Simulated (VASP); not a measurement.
Set up this calculation in VASP 6.6.1, as the native input.

- Task: single point
- Functional: BLYP
- Potentials or basis: VASP PAW PBE potentials, release 64 (B, As)
- Cutoff: 520 eV
- k mesh: 6 × 6 × 6
- Occupations: gaussian, width 0.1 eV
- Spin: no spin polarisation
- Dipole correction: no
- Further INCAR settings: ALGO = Normal; EDIFF = 1e-06; NBANDS = 11

The structure of BAs lies in POSCAR:

```
BAs
1.0
    0.0000000000      2.4096270000      2.4096270000
    2.4096270000      0.0000000000      2.4096270000
    2.4096270000      2.4096270000      0.0000000000
B As
1 1
Direct
    0.2500000000      0.2500000000      0.2500000000
    0.0000000000      0.0000000000      0.0000000000
```

One way to write it, as run:

INCAR

```
SYSTEM = BAs
AGGAC = 1.0
AGGAX = 1.0
ALDAC = 0.0
ALDAX = 1.0
ALGO = Normal
EDIFF = 1E-6
ENCUT = 520
GGA = B5
ISIF = 2
ISMEAR = 0
LASPH = .TRUE.
LCHARG = .FALSE.
LREAL = .FALSE.
LWAVE = .FALSE.
NBANDS = 11
NELM = 60
PREC = Accurate
SIGMA = 0.1
```

KPOINTS

```
k-points
0
G
  6 6 6
  0 0 0
```

Potentials or basis: VASP PAW PBE potentials, release 64 (B, As).

Command:

```bash
$ cat potpaw_PBE.64/B/POTCAR potpaw_PBE.64/As/POTCAR > POTCAR
$ mpirun -np 1 vasp_std > vasp.out
```

Results of the run:

The pressure is 4.9 GPa. The band gap on the k mesh is 1.50 eV, indirect (least direct gap 3.33 eV).

Caveat: the PAW data sets were made with another functional, which shifts forces and pressure a little.

Run time: 25 s on 1 thread of AMD EPYC 7R13, with other jobs on the host, peak memory 0.12 GiB.
